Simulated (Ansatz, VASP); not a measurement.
# Two plane-wave programs on HfN

```
Hf N
1.0
     0.00000   -2.23398   -2.23398
     0.00000    2.23398   -2.23398
     4.46795    0.00000    0.00000
Hf N
2 2
Direct
  0.51473 0.48527 0.50000
  0.98527 0.01473 0.00000
  0.50674 0.49326 0.00000
  0.99326 0.00674 0.50000
```

Change from the starting cell: mode 4 frozen in at -0.063 Å and mode 11 at -0.065 Å (largest displacements).

Alike in both runs: task single point; functional LDA; k mesh 14 × 14 × 10; occupations gaussian, width 0.15 eV; no spin polarisation.

|  | VASP | Ansatz |
| --- | --- | --- |
| version | VASP 6.6.1 | Ansatz 0.2.0 |
| potentials or method | VASP PAW LDA potentials, release 64 (Hf_pv, N), cutoff 520 eV | scalar-relativistic, plane waves, PAW |
| valence electrons in the cell | 30 | 62 |

|  | VASP | Ansatz | Ansatz less VASP |
| --- | --- | --- | --- |
| gap on the k mesh at the Fermi level (eV) | none | none | - |
| pressure (GPa) | 0.5 | 1.6 | +1.17 |
| traceless stress, the component that is largest in VASP (GPa) | 3.00 | 2.99 | -0.002 |
| rms of the force components (eV/Å) | 0.702 | 0.702 | -0.0008 |

Ansatz warns that its potentials were made for another functional, while VASP's fit it. LDA's correlation is that of Perdew and Zunger in VASP and of Perdew and Wang (1992) in Ansatz. Atom by atom the forces differ by 0.002 eV/Å (rms over components). A gap of «none» marks a metal or a gap that the smearing closes. VASP's potentials hold 30 valence electrons a cell and Ansatz's 62, so a difference there can come from the potentials and not from the codes.

Neither program's run includes spin-orbit coupling.
